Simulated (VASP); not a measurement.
# NbAs (F-43m) in VASP: density of states with PBEsol

Aim: the density of states of NbAs with PBEsol.

All numbers are computed with VASP 6.6.1; they aren't measurements. Logs are shortened: lines on timing, memory, paths and dates and some standing lists are left out, and cuts for length are marked.

### 1 The cell of the first run

The structure is cubic, space group F-43m (No. 216). The conventional cell has a = 5.744 Å, b = 5.744 Å, c = 5.744 Å, α = 90.00°, β = 90.00°, γ = 90.00°. Nb (site symmetry -43m) has 4 As at 2.49 Å within 3.3 Å. As (site symmetry -43m) has 4 Nb at 2.49 Å within 3.3 Å.

### 2 Density of states, PBEsol

POSCAR

```
NbAs
1.0
    0.0000000000      2.8717620844      2.8717620844
    2.8717620844      0.0000000000      2.8717620844
    2.8717620844      2.8717620844      0.0000000000
Nb As
1 1
Direct
    0.0000000000      0.0000000000      0.0000000000
    0.2500000000      0.2500000000      0.2500000000
```

INCAR.step1

```
PREC = Accurate
ENCUT = 520
EDIFF = 1E-6
ISMEAR = 0
SIGMA = 0.05
LREAL = False
LASPH = True
NELM = 80
ALGO = Normal
ISIF = 2
LWAVE = False
LCHARG = True
LMAXMIX = 4
GGA = PS
NBANDS = 16
```

KPOINTS.step1

```
Automatic mesh
0
Gamma
  10 10 10
```

INCAR.step2

```
PREC = Accurate
ENCUT = 520
EDIFF = 1E-6
ISMEAR = -5
SIGMA = 0.05
LREAL = False
LASPH = True
NELM = 80
ALGO = Normal
ISIF = 2
LWAVE = False
LCHARG = False
LMAXMIX = 4
GGA = PS
LORBIT = 11
NBANDS = 16
NEDOS = 1001
ICHARG = 11
```

KPOINTS.step2

```
Automatic mesh
0
Gamma
  15 15 15
```

Potentials or basis: VASP PAW PBE potentials, release 64 (Nb_sv, As).

Run with:

```
> cat potpaw_PBE.64/Nb_sv/POTCAR potpaw_PBE.64/As/POTCAR > POTCAR
> cp INCAR.step1 INCAR
> cp KPOINTS.step1 KPOINTS
> mpirun -np 1 vasp_std > vasp.out
> cp INCAR.step2 INCAR
> cp KPOINTS.step2 KPOINTS
> mpirun -np 1 vasp_std > vasp.out
```

OUTCAR:

```text
PREC = Accurate
   ENCUT = 520
   EDIFF = 1E-6
   ISMEAR = -5
   LREAL = False
   LASPH = True
   NELM = 80
   ISIF = 2
   GGA = PS
   LORBIT = 11
   ICHARG = 11

 ion  position               nearest neighbor table
   1  0.000  0.000  0.000-   2 2.49   2 2.49   2 2.49   2 2.49
   2  0.250  0.250  0.250-   1 2.49   1 2.49   1 2.49   1 2.49

  LATTYP: Found a face centered cubic cell.
 ALAT       =     5.7435241688

  Lattice vectors:

 A1 = (   0.0000000000,   2.8717620844,   2.8717620844)
 A2 = (   2.8717620844,   0.0000000000,   2.8717620844)
 A3 = (   2.8717620844,   2.8717620844,   0.0000000000)

Analysis of symmetry for initial positions (statically):
=====================================================================
 Subroutine PRICEL returns:
 Original cell was already a primitive cell.

 Routine SETGRP: Setting up the symmetry group for a
 face centered cubic supercell.

 Subroutine GETGRP returns: Found 24 space group operations
 (whereof 24 operations were pure point group operations)
 out of a pool of 48 trial point group operations.

The static configuration has the point symmetry T_d .

Analysis of symmetry for dynamics (positions and initial velocities):
=====================================================================
 Subroutine PRICEL returns:
 Original cell was already a primitive cell.

 Routine SETGRP: Setting up the symmetry group for a
 face centered cubic supercell.

 Subroutine GETGRP returns: Found 24 space group operations
 (whereof 24 operations were pure point group operations)
 out of a pool of 48 trial point group operations.

The dynamic configuration has the point symmetry T_d .

 Subroutine INISYM returns: Found 24 space group operations
 (whereof 24 operations are pure point group operations),
 and found     1 'primitive' translations

----------------------------------------------------------------------------------------

                                     Primitive cell

  volume of cell :      47.3669

  direct lattice vectors                    reciprocal lattice vectors
     0.000000000  2.871762084  2.871762084    -0.174109131  0.174109131  0.174109131
     2.871762084  0.000000000  2.871762084     0.174109131 -0.174109131  0.174109131
     2.871762084  2.871762084  0.000000000     0.174109131  0.174109131 -0.174109131

  length of vectors
     4.061284888  4.061284888  4.061284888     0.301565860  0.301565860  0.301565860

  position of ions in fractional coordinates (direct lattice)
     0.000000000  0.000000000  0.000000000
     0.250000000  0.250000000  0.250000000

  ion indices of the primitive-cell ions
   primitive index   ion index
                 1           1
                 2           2

----------------------------------------------------------------------------------------

 KPOINTS: Automatic mesh

Automatic generation of k-mesh.
 Grid dimensions read from file:
 generate k-points for:   15   15   15

 Generating k-lattice:

  Cartesian coordinates                     Fractional coordinates (reciprocal lattice)
    -0.011607275  0.011607275  0.011607275     0.066666667  0.000000000  0.000000000
     0.011607275 -0.011607275  0.011607275     0.000000000  0.066666667  0.000000000
     0.011607275  0.011607275 -0.011607275     0.000000000  0.000000000  0.066666667

  Length of vectors
     0.020104391  0.020104391  0.020104391

  Shift w.r.t. Gamma in fractional coordinates (k-lattice)
     0.000000000  0.000000000  0.000000000

 TETIRR: Found    484 inequivalent tetrahedra from    20250

 Subroutine IBZKPT returns following result:
 ===========================================

 Found    120 irreducible k-points:

 Following reciprocal coordinates:
            Coordinates               Weight
  0.000000  0.000000  0.000000      1.000000
  0.066667  0.000000  0.000000      8.000000
  0.133333  0.000000  0.000000      8.000000
  0.200000  0.000000  0.000000      8.000000
  0.266667  0.000000  0.000000      8.000000
  0.333333  0.000000  0.000000      8.000000
[... 16 lines left out ...]
  0.133333  0.133333  0.000000      6.000000
  0.200000  0.133333  0.000000     24.000000
 [... further k-points ...]
   k-points           NKPTS =    120   k-points in BZ     NKDIM =    120   number of bands    NBANDS=     16
   number of dos      NEDOS =   1001   number of ions     NIONS =      2
   total plane-waves  NPLWV =  27000
   dimension x,y,z NGX =    30 NGY =   30 NGZ =   30
   dimension x,y,z NGXF=    60 NGYF=   60 NGZF=   60
   ions per type =               1   1
   NGX,Y,Z   is equivalent  to a cutoff of  12.28, 12.28, 12.28 a.u.
   NGXF,Y,Z  is equivalent  to a cutoff of  24.56, 24.56, 24.56 a.u.
 SYSTEM =  unknown system
   PREC   = accura    normal or accurate (medium, high low for compatibility)
   ISTART =      0    job   : 0-new  1-cont  2-samecut
   ICHARG =     11    charge: 1-file 2-atom 10-const
   ISPIN  =      1    spin polarized calculation?
   LNONCOLLINEAR =      F non collinear calculations
   LSORBIT =      F    spin-orbit coupling
   LASPH  =      T    aspherical Exc in radial PAW
   ENCUT  =  520.0 eV  38.22 Ry    6.18 a.u.   7.55  7.55  7.55*2*pi/ulx,y,z
   NELM   =     80;   NELMIN=  2; NELMDL=  0     # of ELM steps
   EDIFF  = 0.1E-05   stopping-criterion for ELM
   LREAL  =      F    real-space projection
   EDIFFG = 0.1E-04   stopping-criterion for IOM
   NSW    =      0    number of steps for IOM
   IBRION =     -1    ionic relax: 0-MD 1-quasi-New 2-CG
   NFREE  =      0    steps in history (QN), initial steepest desc. (CG)
   ISIF   =      2    stress and relaxation
   ISYM   =      2    0-nonsym 1-usesym 2-fastsym
   POTIM  = 0.5000    time-step for ionic-motion
   TEBEG  =    0.0;   TEEND  =   0.0 temperature during run
   PSTRESS=    0.0 pullay stress
   NELECT =      18.0000    total number of electrons
   NUPDOWN=      -1.0000    fix difference up-down
   EMIN   =  10.00;   EMAX   =-10.00  energy-range for DOS
   EFERMI =   0.00;   METHOD = LEGACY
   ISMEAR =    -5;   SIGMA  =   0.05  broadening in eV -4-tet -1-fermi 0-gaus
   EFERMI_NEDOS =   21; number of points for ismear=-14 and -15
   IALGO  =     38    algorithm
   IMIX   =      4    mixing-type and parameters
     AMIX     =   0.40;   BMIX     =  1.00
     AMIX_MAG =   1.60;   BMIX_MAG =  1.00
  volume/ion in A,a.u.               =      23.68       159.82
  Fermi-wavevector in a.u.,A,eV,Ry     =   1.185788  2.240815 19.131073  1.406094
  Thomas-Fermi vector in A             =   2.321975
   LORBIT       =     11    0 simple, 1 ext, 2 COOP (PROOUT), +10 PAW based schemes
   GGA     = PS    functional components
   LHFCALC =     F    Hartree Fock is set to
   AEXX    =    0.0000 exact exchange contribution
   IVDW    =     0    specifies the selected vdW correction
   LEPSILON=     F    determine dielectric tensor
   LRPA    =     F    only Hartree local field effects (RPA)
 non-spin polarized calculation
 Fermi weights with tetrahedron method with Bloechl corrections
  energy-cutoff  :      520.00
  volume of cell :       47.37
 maximum number of plane-waves:      1299

 number of electron      18.0000000 magnetization

 Free energy of the ion-electron system (eV)
  ---------------------------------------------------
  ext. energy  EPLUGINS =         0.00000000
  ---------------------------------------------------
  free energy    TOTEN  =       -15.32782347 eV

  energy without entropy =      -15.32782347  energy(sigma->0) =      -15.32782347

 E-fermi :   6.0845     XC(G=0): -10.2350

 val. band max:        6.1083198203   @ k =   0.3333   0.0000   0.0000
 cond. band min:       6.0730328374   @ k =  -0.2667   0.3333   0.1333
 fundamental gap:     -0.0352869829
 Fermi energy:         6.0845462175

 k-point     1 :       0.0000    0.0000    0.0000
  band No.  band energies     occupation
      1     -49.2699      2.00000
      2     -25.3724      2.00000
      3     -25.3724      2.00000
      4     -25.3724      2.00000
      5      -5.8251      2.00000
      6       2.5162      2.00000
[... 8 lines left out ...]
     15      14.2435      0.00000
     16      14.2435      0.00000

 k-point     2 :       0.0667    0.0000    0.0000
  band No.  band energies     occupation
      1     -49.2697      2.00000
      2     -25.3759      2.00000
      3     -25.3729      2.00000
      4     -25.3729      2.00000
      5      -5.7877      2.00000
      6       2.4475      2.00000
[... 8 lines left out ...]
     15      14.0109      0.00000
     16      14.2571      0.00000

 k-point     3 :       0.1333    0.0000    0.0000
  band No.  band energies     occupation
      1     -49.2691      2.00000
      2     -25.3859      2.00000
      3     -25.3744      2.00000
      4     -25.3744      2.00000
      5      -5.6806      2.00000
      6       2.2759      2.00000
[... 8 lines left out ...]
     15      13.5137      0.00000
     16      14.3439      0.00000

 k-point     4 :       0.2000    0.0000    0.0000
  band No.  band energies     occupation
      1     -49.2683      2.00000
      2     -25.4004      2.00000
      3     -25.3766      2.00000
      4     -25.3766      2.00000
      5      -5.5196      2.00000
      6       2.0738      2.00000
[... 8 lines left out ...]
     15      13.1036      0.00000
     16      14.5736      0.00000

 k-point     5 :       0.2667    0.0000    0.0000
  band No.  band energies     occupation
      1     -49.2674      2.00000
      2     -25.4171      2.00000
      3     -25.3791      2.00000
      4     -25.3791      2.00000
      5      -5.3297      2.00000
      6       1.9052      2.00000
[... 8 lines left out ...]
     15      13.0785      0.00000
     16      14.9204      0.00000

 k-point     6 :       0.3333    0.0000    0.0000
  band No.  band energies     occupation
      1     -49.2665      2.00000
      2     -25.4329      2.00000
      3     -25.3814      2.00000
      4     -25.3814      2.00000
      5      -5.1432      2.00000
      6       1.8046      2.00000
[... 8 lines left out ...]
     15      13.6033      0.00000
     16      15.2751      0.00000
[... 267 lines left out ...]
 k-point    21 :      -0.1333    0.0667    0.0000
  band No.  band energies     occupation
      1     -49.2687      2.00000
      2     -25.3918      2.00000
      3     -25.3776      2.00000
      4     -25.3746      2.00000
      5      -5.6018      2.00000
      6       2.1680      2.00000
[... 8 lines left out ...]
     15      13.4771      0.00000
     16      14.2116      0.00000

 k-point    22 :      -0.0667    0.0667    0.0000
  band No.  band energies     occupation
      1     -49.2694      2.00000
      2     -25.3809      2.00000
      3     -25.3749      2.00000
      4     -25.3733      2.00000
      5      -5.7270      2.00000
      6       2.3427      2.00000
[... 8 lines left out ...]
     15      13.8291      0.00000
     16      14.1779      0.00000

 k-point    23 :       0.1333    0.1333    0.0000
  band No.  band energies     occupation
      1     -49.2689      2.00000
      2     -25.3861      2.00000
      3     -25.3772      2.00000
      4     -25.3772      2.00000
      5      -5.6322      2.00000
      6       2.1592      2.00000
[... 8 lines left out ...]
     15      13.2789      0.00000
     16      14.5062      0.00000

 k-point    24 :       0.2000    0.1333    0.0000
  band No.  band energies     occupation
      1     -49.2683      2.00000
      2     -25.3957      2.00000
      3     -25.3797      2.00000
      4     -25.3792      2.00000
      5      -5.5120      2.00000
      6       2.0011      2.00000
[... 8 lines left out ...]
     15      13.1960      0.00000
     16      14.5148      0.00000

 [... further k-points ...]

------------------------ aborting loop because EDIFF is reached ----------------------------------------

  FORCE on cell =-STRESS in cart. coord.  units (eV):
  Direction    XX          YY          ZZ          XY          YZ          ZX
  --------------------------------------------------------------------------------------
  -------------------------------------------------------------------------------------
  Total        0.0649274      0.0649274      0.0649274      0.0000000     -0.0000000      0.0000000
  in kB        2.1961560      2.1961560      2.1961560      0.0000000     -0.0000000      0.0000000
  external PRESSURE =       2.1961560 kB  Pullay stress =       0.0000000 kB

 VOLUME and BASIS-vectors are now :
 -----------------------------------------------------------------------------
  energy-cutoff  :      520.00
  volume of cell :       47.37
      direct lattice vectors                 reciprocal lattice vectors
     0.000000000  2.871762084  2.871762084    -0.174109131  0.174109131  0.174109131
     2.871762084  0.000000000  2.871762084     0.174109131 -0.174109131  0.174109131
     2.871762084  2.871762084  0.000000000     0.174109131  0.174109131 -0.174109131

 POSITION                                       TOTAL-FORCE (eV/Angst)
 -----------------------------------------------------------------------------------
      0.00000      0.00000      0.00000         0.000000      0.000000      0.000000
      1.43588      1.43588      1.43588        -0.000000     -0.000000     -0.000000
 -----------------------------------------------------------------------------------
    total drift:                                0.000000      0.000000      0.000000

  FREE ENERGIE OF THE ION-ELECTRON SYSTEM (eV)
  ---------------------------------------------------
  free  energy   TOTEN  =       -15.3278234745 eV

  energy  without entropy=      -15.3278234745  energy(sigma->0) =      -15.32782347

 total charge

# of ion       s       p       d       tot
------------------------------------------
    1        2.166   5.978   2.519  10.663
    2        1.216   1.684   0.066   2.966
--------------------------------------------------
tot          3.382   7.662   2.585  13.629
```

Run time: 46 s. Hardware: 1 thread of Intel Xeon 6975P-C (Granite Rapids), shared host; peak memory 0.23 GiB.

What came out:

* Valence electrons inside the program's atomic spheres: Nb 10.66; As 2.97

Caveat: the PAW data sets were made with another functional, which shifts forces and pressure a little; tetrahedron occupations give inexact forces and stress in metals.
